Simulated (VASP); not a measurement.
# Re (Im-3m) in VASP: further runs, part 2 of 2

VASP 6.6.1.

## (3) Single point, r2SCAN (16.61 Å³/atom)

This run uses another cell than the first one, of 16.61 Å³/atom.

POSCAR reads:

```
Re
1.0
   -1.6074704014      1.6074704014      1.6074704014
    1.6074704014     -1.6074704014      1.6074704014
    1.6074704014      1.6074704014     -1.6074704014
Re
1
Direct
    0.0000000000      0.0000000000      0.0000000000
```

INCAR.step1 reads:

```
SYSTEM = Re
ALGO = Normal ; EDIFF = 1E-5
ENCUT = 660 ; GGA = PE
GGA_COMPAT = .FALSE. ; ISMEAR = -1
LASPH = .TRUE. ; LCHARG = .FALSE.
LREAL = .FALSE. ; LWAVE = .TRUE.
NBANDS = 10 ; NELM = 120
PREC = Accurate ; SIGMA = 0.1
```

INCAR.step2 reads:

```
SYSTEM = Re
ALGO = Normal ; EDIFF = 1E-6
ENCUT = 660 ; GGA_COMPAT = .FALSE.
ISIF = 2 ; ISMEAR = -1
ISTART = 1 ; LASPH = .TRUE.
LCHARG = .FALSE. ; LMIXTAU = .TRUE.
LREAL = .FALSE. ; LWAVE = .FALSE.
METAGGA = R2SCAN ; NBANDS = 10
NELM = 120 ; PREC = Accurate
SIGMA = 0.1
```

KPOINTS reads:

```
k-points
0
G
  16 16 16
  0 0 0
```

Potentials or basis: VASP PAW PBE potentials, release 64 (Re).

Launch:

```console
cat potpaw_PBE.64/Re/POTCAR > POTCAR
cp INCAR.step1 INCAR
mpirun -np 1 vasp_std > vasp.out
cp INCAR.step2 INCAR
mpirun -np 1 vasp_std > vasp.out
```

It took 36 s on 1 thread of Intel Xeon 6975P-C (Granite Rapids), shared host; peak memory 0.17 GiB.

It converged, with:

| Property | Result |
| --- | --- |
| Free energy | -51.9923 eV |
| Pressure | -33.3 GPa |
| Band gap on the k mesh | zero (an odd number of electrons rules out a gap without spin polarisation) |

Levels at points of the mesh, in eV from the Fermi level:
| k point | band 1 | band 2 | band 3 | band 4 | band 5 | band 6 | band 7 |
| --- | --- | --- | --- | --- | --- | --- | --- |
| (0.00, 0.00, 0.00) | -10.37 | -2.50 | -2.50 | -2.50 | 0.83 | 0.83 | 16.04 |
| (0.50, 0.00, 0.00) | -6.88 | -4.50 | -0.27 | 0.61 | 1.43 | 3.72 | 8.83 |
| (0.50, 0.50, 0.50) | -6.24 | -6.24 | 2.95 | 2.95 | 2.95 | 7.52 | 7.52 |

Caveat: the cell stands under tension; the PAW data sets were made with another functional, which shifts forces and pressure a little; spin-orbit coupling is left out, which moves the levels of the heavy elements.

## (4) Single point, r2SCAN

This run uses another cell than the first one, of 14.83 Å³/atom.

POSCAR reads:

```
Re
1.0
   -1.5478788901      1.5478788901      1.5478788901
    1.5478788901     -1.5478788901      1.5478788901
    1.5478788901      1.5478788901     -1.5478788901
Re
1
Direct
    0.0000000000      0.0000000000      0.0000000000
```

INCAR.step1 reads:

```
PREC = Accurate
ENCUT = 660
ISMEAR = -1
SIGMA = 0.1
LREAL = F
LASPH = T
NELM = 120
NBANDS = 10
GGA = PE
ALGO = Normal
EDIFF = 1E-5
LWAVE = T
LCHARG = F
GGA_COMPAT = F
```

INCAR.step2 reads:

```
PREC = Accurate
ENCUT = 660
EDIFF = 1E-6
ISMEAR = -1
SIGMA = 0.1
LREAL = F
LASPH = T
NELM = 120
ALGO = Normal
ISIF = 2
LWAVE = F
LCHARG = F
METAGGA = R2SCAN
LMIXTAU = T
NBANDS = 10
ISTART = 1
GGA_COMPAT = F
```

KPOINTS reads:

```
Automatic mesh
0
Gamma
  23 23 23
```

Launch:

```console
cat potpaw_PBE.64/Re/POTCAR > POTCAR
cp INCAR.step1 INCAR
mpirun -np 1 vasp_std > vasp.out
cp INCAR.step2 INCAR
mpirun -np 1 vasp_std > vasp.out
```

Wall time 77 s (1 thread of Intel Xeon 6975P-C (Granite Rapids), shared host); peak memory 0.21 GiB.

The run converged. Its results:

- Free energy: -52.1941 eV
- Pressure: 0.4 GPa
- Band gap on the k mesh: zero (an odd number of electrons rules out a gap without spin polarisation)

Levels at points of the mesh, in eV from the Fermi level:
| k point | band 1 | band 2 | band 3 | band 4 | band 5 | band 6 | band 7 | band 8 |
| --- | --- | --- | --- | --- | --- | --- | --- | --- |
| (0.00, 0.00, 0.00) | -11.29 | -2.90 | -2.90 | -2.90 | 0.91 | 0.91 | 16.24 | 16.24 |

Caveat: the PAW data sets were made with another functional, which shifts forces and pressure a little; spin-orbit coupling is left out, which moves the levels of the heavy elements.

## (5) Relaxation of cell and atoms, r2SCAN

This run uses another cell than the first one, of 14.71 Å³/atom.

POSCAR reads:

```
Re
1.0
   -1.5436774558      1.5436774558      1.5436774558
    1.5436774558     -1.5436774558      1.5436774558
    1.5436774558      1.5436774558     -1.5436774558
Re
1
Direct
    0.0000000000      0.0000000000      0.0000000000
```

INCAR.step1 reads:

```
PREC     = Accurate       # precision mode
ENCUT    = 660            # plane-wave cutoff, eV
ISMEAR   = -1             # smearing method
SIGMA    = 0.1            # smearing width, eV
LREAL    = False          # projectors in reciprocal space
LASPH    = True           # aspherical terms in the spheres
NELM     = 120            # most SCF steps
GGA      = PE             # functional
ALGO     = Normal         # electronic algorithm
EDIFF    = 1E-5           # SCF threshold, eV
LWAVE    = True           # write WAVECAR
LCHARG   = False          # write CHGCAR
GGA_COMPAT= False        
IBRION   = 2              # ionic algorithm
ISIF     = 3              # what is computed and relaxed
EDIFFG   = -0.005         # ionic threshold
NELMIN   = 4            
NSW      = 100            # ionic steps
```

INCAR.step2 reads:

```
PREC     = Accurate       # precision mode
ENCUT    = 660            # plane-wave cutoff, eV
EDIFF    = 1E-7           # SCF threshold, eV
ISMEAR   = -1             # smearing method
SIGMA    = 0.1            # smearing width, eV
LREAL    = False          # projectors in reciprocal space
LASPH    = True           # aspherical terms in the spheres
NELM     = 120            # most SCF steps
ALGO     = Normal         # electronic algorithm
ISIF     = 3              # what is computed and relaxed
LWAVE    = False          # write WAVECAR
LCHARG   = False          # write CHGCAR
METAGGA  = R2SCAN         # meta-GGA
LMIXTAU  = True         
IBRION   = 2              # ionic algorithm
NSW      = 80             # ionic steps
EDIFFG   = -0.01          # ionic threshold
ISTART   = 1            
GGA_COMPAT= False        
NELMIN   = 4
```

KPOINTS reads:

```
Automatic mesh
0
Gamma
  14 14 14
```

Launch:

```console
cat potpaw_PBE.64/Re/POTCAR > POTCAR
cp INCAR.step1 INCAR
mpirun -np 1 vasp_std > vasp.out
cp INCAR.step2 INCAR
mpirun -np 1 vasp_std > vasp.out
```

It took 79 s on 1 thread of Intel Xeon 6975P-C (Granite Rapids), shared host; peak memory 0.16 GiB.

Results (log left out):

```yaml
Free_energy: -52.1918 eV
Relaxed_volume: 14.85 Å³/atom
Relaxed_cell: a = 2.682 Å, b = 2.682 Å, c = 2.682 Å, α = 109.47°, β = 109.47°, γ = 109.47°
Space_group_after_relaxing_to_0.1_Å: Im-3m (No. 229)
Energy_gained_by_relaxing: 1.4 meV/atom
Ionic_steps: 3
Pressure_after_relaxing: 0.0 GPa
Band_gap_on_the_k_mesh: zero (an odd number of electrons rules out a gap without spin polarisation)
```

Step by step:
```csv
step,energy change (eV),largest force (eV/Å),pressure (GPa),volume (Å³)
1,0.0000,0.0000,3.43,14.71
2,0.0216,0.0000,-12.85,15.40
3,-0.0014,0.0000,-0.03,14.85
```

Final structure:
```
Re
1.0
    -1.54825    1.54825    1.54825
     1.54825   -1.54825    1.54825
     1.54825    1.54825   -1.54825
Re
1
Cartesian
  0.0000 0.0000 0.0000
```

Levels at points of the mesh, in eV from the Fermi level:
| k point | band 1 | band 2 | band 3 | band 4 | band 5 | band 6 | band 7 |
| --- | --- | --- | --- | --- | --- | --- | --- |
| (0.00, 0.00, 0.00) | -11.31 | -2.92 | -2.92 | -2.92 | 0.87 | 0.87 | 16.21 |
| (0.50, 0.00, 0.00) | -7.88 | -5.27 | -0.22 | 0.70 | 1.65 | 4.46 | 10.39 |
| (0.50, 0.50, 0.50) | -7.39 | -7.39 | 3.51 | 3.51 | 3.51 | 8.20 | 8.20 |

Caveat: the PAW data sets were made with another functional, which shifts forces and pressure a little; spin-orbit coupling is left out, which moves the levels of the heavy elements.

## (6) Single point, r2SCAN, non-collinear spin, zero start, spin-orbit coupling

This run uses another cell than the first one, of 14.83 Å³/atom.

POSCAR reads:

```
Re
1.0
   -1.5478788901      1.5478788901      1.5478788901
    1.5478788901     -1.5478788901      1.5478788901
    1.5478788901      1.5478788901     -1.5478788901
Re
1
Direct
    0.0000000000      0.0000000000      0.0000000000
```

INCAR.step1 reads:

```
SYSTEM = Re
ALGO = Normal ; EDIFF = 1E-5
ENCUT = 660 ; GGA = PE
GGA_COMPAT = .FALSE. ; ISMEAR = -1
LASPH = .TRUE. ; LCHARG = .FALSE.
LMAXMIX = 4 ; LREAL = .FALSE.
LSORBIT = .TRUE. ; LWAVE = .TRUE.
MAGMOM = 0 0 0 ; NBANDS = 18
NELM = 200 ; PREC = Accurate
SIGMA = 0.1
```

INCAR.step2 reads:

```
SYSTEM = Re
ALGO = Normal ; EDIFF = 1E-6
ENCUT = 660 ; GGA_COMPAT = .FALSE.
ISIF = 2 ; ISMEAR = -1
ISTART = 1 ; LASPH = .TRUE.
LCHARG = .FALSE. ; LMAXMIX = 4
LMIXTAU = .TRUE. ; LORBIT = 11
LORBMOM = .TRUE. ; LREAL = .FALSE.
LSORBIT = .TRUE. ; LWAVE = .FALSE.
MAGMOM = 0 0 0 ; METAGGA = R2SCAN
NBANDS = 18 ; NELM = 200
PREC = Accurate ; SIGMA = 0.1
```

KPOINTS reads:

```
k-points
0
G
  14 14 14
  0 0 0
```

Potentials or basis: VASP PAW PBE potentials, release 64 (Re).

Launch:

```console
cat potpaw_PBE.64/Re/POTCAR > POTCAR
cp INCAR.step1 INCAR
mpirun -np 1 vasp_ncl > vasp.out
cp INCAR.step2 INCAR
mpirun -np 1 vasp_ncl > vasp.out
```

Run time: 2.4 min. Hardware: 1 thread of Intel Xeon 6975P-C (Granite Rapids), shared host; peak memory 0.25 GiB.

Results (log left out):

```yaml
Free_energy: -52.4916 eV
Pressure: 0.8 GPa
Net_moment: 0.00 μB per cell
Valence_electrons_inside_the_program's_atomic_spheres: Re 6.07
```

Moments on the atoms (μB; x, y, z):
```
Re  0.00 0.00 0.00
```

Caveat: the PAW data sets were made with another functional, which shifts forces and pressure a little.

## (7) Overview

```tsv
task	spin	cell	k mesh	gap on the mesh (eV)	pressure (GPa)
single point	off	a = 2.751 Å, angles 109.5°, 1 atom	16 × 16 × 16	none	-24.5
single point	off	a = 2.784 Å, angles 109.5°, 1 atom	16 × 16 × 16	none	-33.3
single point	off	a = 2.681 Å, angles 109.5°, 1 atom	23 × 23 × 23	none	0.4
relaxation of cell and atoms	off	relaxed from a = 2.674 Å, angles 109.5°, 1 atom	14 × 14 × 14	none	0.0
single point	non-collinear, zero start, SOC	a = 2.681 Å, angles 109.5°, 1 atom	14 × 14 × 14	-	0.8
```

Alike in all rows: level r2SCAN; potentials or basis VASP PAW PBE potentials, release 64 (Re); cutoff (eV) 660; smearing fermi-dirac 0.1 eV.

Caveats: the PAW data sets were made with another functional, which shifts forces and pressure a little; spin-orbit coupling is left out, which moves the levels of the heavy elements (at least some runs); the cell stands under tension (at least some runs).

Absolute energies hang on the potentials; compare differences alone.
